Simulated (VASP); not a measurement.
Input of a VASP 6.6.1 run:

INCAR

```
ALGO     = Normal         # electronic algorithm
EDIFF    = 1E-6           # SCF threshold, eV
ENCUT    = 520            # plane-wave cutoff, eV
GGA      = CA             # functional
ISIF     = 2              # what is computed and relaxed
ISMEAR   = -1             # smearing method
LASPH    = T              # aspherical terms in the spheres
LCHARG   = F              # write CHGCAR
LDAU     = T              # DFT+U
LDAUJ    = 0 0          
LDAUL    = 2 -1           # shell
LDAUPRINT= 1            
LDAUTYPE = 2            
LDAUU    = 8 0            # U, eV
LMAXMIX  = 4              # l up to which the mixer works
LREAL    = F              # projectors in reciprocal space
LWAVE    = F              # write WAVECAR
NBANDS   = 24             # bands
NELM     = 150            # most SCF steps
PREC     = Accurate       # precision mode
SIGMA    = 0.05           # smearing width, eV
```

Contents of KPOINTS:

```
k-points
0
Gamma
  8 8 6
```

Contents of POSCAR:

```
TaN
1.0
    4.1982076982      0.0000000000      0.0000000000
    0.0000000000      4.1982076982      0.0000000000
    0.0000000000      0.0000000000      3.3081971862
Ta N
2 2
Direct
    0.0000000000      0.0000000000      0.0000000000
    0.5000000000      0.5000000000      0.0000000000
    0.5000000000      0.0000000000      0.0000362350
    0.0000000000      0.5000000000      0.9999637650
```

Potentials or basis: VASP PAW LDA potentials, release 64 (Ta_pv, N).

Command:

```bash
$ cat potpaw_LDA.64/Ta_pv/POTCAR potpaw_LDA.64/N/POTCAR > POTCAR
$ mpirun -np 1 vasp_std > vasp.out
```

Question: What does it give for the band gap on the k mesh?

Answer: Zero (band 16 reaches 7.29 eV, above the bottom of band 17 at 4.15 eV).

Question: Estimate the pressure.

Answer: 1.4 GPa.

Eigenvalues of the final occupation matrices:
| site | spin | trace | eigenvalues |
| --- | --- | --- | --- |
| site 1 d | 1 | 1.02 | 0.12 0.12 0.21 0.25 0.32 |
| site 1 d | 2 | 1.02 | 0.12 0.12 0.21 0.25 0.32 |
| site 2 d | 1 | 1.02 | 0.12 0.12 0.21 0.25 0.32 |
| site 2 d | 2 | 1.02 | 0.12 0.12 0.21 0.25 0.32 |

Caveat: spin-orbit coupling is left out, which moves the levels of the heavy elements; U without spin polarisation on a metal has little footing.
